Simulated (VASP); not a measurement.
Set up this calculation in VASP 6.6.1, as the native input.

* Task: single point
* Functional: PBE
* Potentials or basis: VASP PAW PBE potentials, release 64 (Ga_d, O)
* Cutoff: 520 eV
* k mesh: 1 × 1 × 1
* Occupations: fermi-dirac, width 0.01 eV
* Spin: no spin polarisation
* Dipole correction: no
* Further INCAR settings: LREAL = Auto; ALGO = Normal; EDIFF = 1e-07; NBANDS = 100

The structure of Ga8O11 lies in POSCAR:

```
Ga8O11
1.0
   12.2300000000      0.0000000000      0.0000000000
    0.0000000000      3.0400000000      0.0000000000
   -1.3736610000      0.0000000000      5.6349850000
Ga O
8 11
Direct
    0.0903510000      0.0065080000      0.7953270000
    0.5892660000      0.4871870000      0.8000410000
    0.9110400000      0.0131830000      0.2014380000
    0.4111770000      0.4934660000      0.2021330000
    0.3385550000      0.0137720000      0.6835290000
    0.8421940000      0.4973500000      0.6795820000
    0.6570550000      0.9932570000      0.3130610000
    0.1536570000      0.5068960000      0.3112880000
    0.1682830000      0.0355730000      0.1005510000
    0.6655320000      0.4986970000      0.0983200000
    0.8315270000      0.0044970000      0.9110230000
    0.3292810000      0.5118800000      0.9042510000
    0.4941520000      0.0217200000      0.2512490000
    0.5019520000      0.0023290000      0.7438160000
    0.0056540000      0.5012430000      0.7481390000
    0.8267400000      0.9907040000      0.4437120000
    0.3288620000      0.4961610000      0.4323620000
    0.1722980000      0.9927410000      0.5745000000
    0.6730910000      0.5150590000      0.5595420000
```

One way to write it, as run:

INCAR

```
SYSTEM = Ga8O11
PREC = Accurate
ENCUT = 520
EDIFF = 1E-7
ISMEAR = -1
SIGMA = 0.01
LREAL = Auto
LASPH = .True.
NELM = 80
ALGO = Normal
ISIF = 2
LWAVE = .False.
LCHARG = .False.
GGA = PE
NBANDS = 100
```

KPOINTS

```
regular mesh
0
Gamma
  1 1 1
  0 0 0
```

Potentials or basis: VASP PAW PBE potentials, release 64 (Ga_d, O).

Launch:

```sh
$ cat potpaw_PBE.64/Ga_d/POTCAR potpaw_PBE.64/O/POTCAR > POTCAR
$ mpirun -np 1 vasp_gam > vasp.out
```

It gave:

```yaml
Pressure: 20.6 GPa
Largest_force: 3.259 eV/Å
Band_gap_on_the_k_mesh: 2.68 eV
```

Caveat: the k points lie up to 2.07 Å⁻¹ apart; forces of over 1 eV/Å act on the atoms, so gaps and moduli don't describe the material at rest.

Wall time 46 s on 1 thread of Intel(R) Xeon(R) Platinum 8375C CPU @ 2.90GHz (Ice Lake), on a shared host, peak memory 0.3 GiB.
